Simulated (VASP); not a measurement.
# BaCa2Sb2 (P6/mmm) in VASP: single point with PBE

Aim: the single point of BaCa2Sb2 with PBE.

All numbers are computed with VASP 6.6.1; they aren't measurements. Logs are shortened: lines on timing, memory, paths and dates and some standing lists are left out, and cuts for length are marked.

## 1. The cell of the first run

The structure is hexagonal, space group P6/mmm (No. 191). Conventional cell: a = 4.711 Å, b = 4.711 Å, c = 8.392 Å, α = 90.00°, β = 90.00°, γ = 120.00°. Ba (site symmetry 6/mmm) has 2 Sb at 2.57 Å and 6 Ca at 2.72 Å within 3.4 Å. Ca (site symmetry -6m2) has 3 Ca at 2.72 Å and 3 Ba at 2.72 Å within 3.6 Å. Sb (site symmetry 6mm) has 1 Ba at 2.57 Å and 1 Sb at 3.26 Å within 3.4 Å.

## 2. Single point, PBE

Contents of INCAR:

```
SYSTEM = BaCa2Sb2
PREC = Accurate ; ENCUT = 520
EDIFF = 1E-6 ; ISMEAR = 0
SIGMA = 0.1 ; LREAL = .FALSE.
LASPH = .TRUE. ; NELM = 80
ALGO = Normal ; ISIF = 2
LWAVE = .FALSE. ; LCHARG = .FALSE.
GGA = PE ; NBANDS = 28
```

Contents of KPOINTS:

```
regular mesh
0
G
  6 6 2
  0 0 0
```

Contents of POSCAR:

```
BaCa2Sb2
1.0
    4.7112119900      0.0000000000      0.0000000000
   -2.3556060000      4.0800292700      0.0000000000
    0.0000000000      0.0000000000      8.3919994400
Ba Ca Sb
1 2 2
Direct
    0.0000000000      0.0000000000      0.0000000000
    0.3333333300      0.6666666700      0.0000000000
    0.6666666700      0.3333333300      0.0000000000
    0.0000000000      0.0000000000      0.3057082800
    0.0000000000      0.0000000000      0.6942917200
```

Potentials or basis: VASP PAW PBE potentials, release 64 (Ba_sv, Ca_sv, Sb).

Command:

```console
cat potpaw_PBE.64/Ba_sv/POTCAR potpaw_PBE.64/Ca_sv/POTCAR potpaw_PBE.64/Sb/POTCAR > POTCAR
mpirun -np 1 vasp_std > vasp.out
```

OUTCAR:

```text
SYSTEM = BaCa2Sb2
   PREC = Accurate
   ENCUT = 520
   EDIFF = 1E-6
   ISMEAR = 0
   LREAL = .FALSE.
   LASPH = .TRUE.
   NELM = 80
   ISIF = 2
   GGA = PE

 ion  position               nearest neighbor table
   1  0.000  0.000  0.000-   4 2.57   5 2.57   2 2.72   3 2.72   3 2.72   2 2.72   3 2.72   2 2.72

   2  0.333  0.667  0.000-   3 2.72   1 2.72   3 2.72   1 2.72   1 2.72   3 2.72
   3  0.667  0.333  0.000-   2 2.72   1 2.72   2 2.72   1 2.72   1 2.72   2 2.72
   4  0.000  0.000  0.306-   1 2.57   5 3.26
   5  0.000  0.000  0.694-   1 2.57   4 3.26

  LATTYP: Found a hexagonal cell.
 ALAT       =     4.7112119900
 C/A-ratio  =     1.7812824933

  Lattice vectors:

 A1 = (   4.7112119900,   0.0000000000,   0.0000000000)
 A2 = (  -2.3556060000,   4.0800292700,   0.0000000000)
 A3 = (   0.0000000000,   0.0000000000,   8.3919994400)

Analysis of symmetry for initial positions (statically):
=====================================================================
 Subroutine PRICEL returns:
 Original cell was already a primitive cell.

 Routine SETGRP: Setting up the symmetry group for a
 hexagonal supercell.

 Subroutine GETGRP returns: Found 24 space group operations
 (whereof 24 operations were pure point group operations)
 out of a pool of 24 trial point group operations.

The static configuration has the point symmetry D_6h.

Analysis of symmetry for dynamics (positions and initial velocities):
=====================================================================
 Subroutine PRICEL returns:
 Original cell was already a primitive cell.

 Routine SETGRP: Setting up the symmetry group for a
 hexagonal supercell.

 Subroutine GETGRP returns: Found 24 space group operations
 (whereof 24 operations were pure point group operations)
 out of a pool of 24 trial point group operations.

The dynamic configuration has the point symmetry D_6h.

 Subroutine INISYM returns: Found 24 space group operations
 (whereof 24 operations are pure point group operations),
 and found     1 'primitive' translations

----------------------------------------------------------------------------------------

                                     Primitive cell

  volume of cell :     161.3100

  direct lattice vectors                    reciprocal lattice vectors
     4.711211990  0.000000000  0.000000000     0.212259606  0.122548141  0.000000000
[... 81 lines left out ...]
   EDIFF  = 0.1E-05   stopping-criterion for ELM
   LREAL  =      F    real-space projection
   EDIFFG = 0.1E-04   stopping-criterion for IOM
   NSW    =      0    number of steps for IOM
   IBRION =     -1    ionic relax: 0-MD 1-quasi-New 2-CG
   NFREE  =      0    steps in history (QN), initial steepest desc. (CG)
   ISIF   =      2    stress and relaxation
   ISYM   =      2    0-nonsym 1-usesym 2-fastsym
   POTIM  = 0.5000    time-step for ionic-motion
   TEBEG  =    0.0;   TEEND  =   0.0 temperature during run
   PSTRESS=    0.0 pullay stress
   NELECT =      40.0000    total number of electrons
   NUPDOWN=      -1.0000    fix difference up-down
   EMIN   =  10.00;   EMAX   =-10.00  energy-range for DOS
   EFERMI =   0.00;   METHOD = LEGACY
   ISMEAR =     0;   SIGMA  =   0.10  broadening in eV -4-tet -1-fermi 0-gaus
   EFERMI_NEDOS =   21; number of points for ismear=-14 and -15
   IALGO  =     38    algorithm
   IMIX   =      4    mixing-type and parameters
     AMIX     =   0.40;   BMIX     =  1.00
     AMIX_MAG =   1.60;   BMIX_MAG =  1.00
  volume/ion in A,a.u.               =      32.26       217.71
  Fermi-wavevector in a.u.,A,eV,Ry     =   1.028508  1.943598 14.392635  1.057829
  Thomas-Fermi vector in A             =   2.162508
   LORBIT       =      0    0 simple, 1 ext, 2 COOP (PROOUT), +10 PAW based schemes
   GGA     = PE    functional components
   LHFCALC =     F    Hartree Fock is set to
   AEXX    =    0.0000 exact exchange contribution
   IVDW    =     0    specifies the selected vdW correction
   LEPSILON=     F    determine dielectric tensor
   LRPA    =     F    only Hartree local field effects (RPA)
 non-spin polarized calculation
 Gauss-broadening in eV      SIGMA  =   0.10
  energy-cutoff  :      520.00
  volume of cell :      161.31
 maximum number of plane-waves:      4368
 NGX is ok and might be reduce to    36
   NGX = 17   NGY = 17   NGZ = 31

 number of electron      39.9999998 magnetization

 Free energy of the ion-electron system (eV)
  ---------------------------------------------------
  ext. energy  EPLUGINS =         0.00000000
  ---------------------------------------------------
  free energy    TOTEN  =        -2.69875421 eV

  energy without entropy =       -2.66815440  energy(sigma->0) =       -2.68345430

 E-fermi :   3.9340     XC(G=0):  -8.6143

 val. band max:        3.8916872670   @ k =   0.5000  -0.0000   0.5000
 cond. band min:       3.9343233942   @ k =   0.0000   0.0000   0.0000
 fundamental gap:      0.0426361272
 Fermi energy:         3.9339656795

 k-point     1 :       0.0000    0.0000    0.0000
  band No.  band energies     occupation
      1     -37.5506      2.00000
      2     -37.0469      2.00000
      3     -24.3731      2.00000
      4     -19.3074      2.00000
      5     -19.3074      2.00000
      6     -18.4584      2.00000
[... 423 lines left out ...]
     27       7.7335      0.00000
     28       7.7339      0.00000

------------------------ aborting loop because EDIFF is reached ----------------------------------------

  FORCE on cell =-STRESS in cart. coord.  units (eV):
  Direction    XX          YY          ZZ          XY          YZ          ZX
  --------------------------------------------------------------------------------------
  -------------------------------------------------------------------------------------
  Total       20.7200446     20.7200446     21.8617809     -0.0000000      0.0000000      0.0000000
  in kB      205.7974059    205.7974063    217.1374574     -0.0000003      0.0000000      0.0000000
  external PRESSURE =     209.5774232 kB  Pullay stress =       0.0000000 kB

 VOLUME and BASIS-vectors are now :
 -----------------------------------------------------------------------------
  energy-cutoff  :      520.00
  volume of cell :      161.31
      direct lattice vectors                 reciprocal lattice vectors
     4.711211990  0.000000000  0.000000000     0.212259606  0.122548141  0.000000000
    -2.355606000  4.080029270  0.000000000     0.000000000  0.245096281  0.000000000
     0.000000000  0.000000000  8.391999440     0.000000000  0.000000000  0.119161114

 POSITION                                       TOTAL-FORCE (eV/Angst)
 -----------------------------------------------------------------------------------
      0.00000      0.00000      0.00000        -0.000000     -0.000000      0.000000
     -0.00000      2.72002      0.00000         0.000000     -0.000000      0.000000
      2.35561      1.36001      0.00000        -0.000000      0.000000     -0.000000
      0.00000      0.00000      2.56550        -0.000000     -0.000000      6.106064
      0.00000      0.00000      5.82650        -0.000000      0.000000     -6.106064
 -----------------------------------------------------------------------------------
    total drift:                                0.000000      0.000000     -0.000000

  FREE ENERGIE OF THE ION-ELECTRON SYSTEM (eV)
  ---------------------------------------------------
  free  energy   TOTEN  =        -2.6987542079 eV

  energy  without entropy=       -2.6681543974  energy(sigma->0) =       -2.68345430
```

stdout:

```text
POSCAR found type information on POSCAR BaCaSb
 POSCAR found :  3 types and       5 ions
 scaLAPACK will be used
 LDA part: xc-table for (Slater+PW92), standard interpolation
 POSCAR, INCAR and KPOINTS ok, starting setup
 FFT: planning ... GRIDC
 FFT: planning ... GRID_SOFT
 FFT: planning ... GRID
 WAVECAR not read
 entering main loop
```

Run time: 53 s. Hardware: 1 thread of Intel Xeon Platinum 8488C (Sapphire Rapids), shared host; peak memory 0.3 GiB.

Results:

```yaml
Free_energy: -2.6988 eV
Pressure: 21.0 GPa
Largest_force: 6.106 eV/Å
Band_gap_on_the_k_mesh: zero (band 20 reaches 4.62 eV, above the bottom of band 21 at 2.90 eV)
```

Forces in eV/Å, atoms in the order of the input:
```
Ba   0.000  0.000  0.000
Ca   0.000  0.000  0.000
Ca   0.000  0.000  0.000
Sb   0.000  0.000  6.106
Sb   0.000  0.000 -6.106
```

Stress tensor (GPa, compression positive):
```
20.58  0.00  0.00
 0.00 20.58  0.00
 0.00  0.00 21.71
```

Caveat: the k points lie up to 0.37 Å⁻¹ apart; spin-orbit coupling is left out, which moves the levels of the heavy elements; forces of over 1 eV/Å act on the atoms, so gaps and moduli don't describe the material at rest.
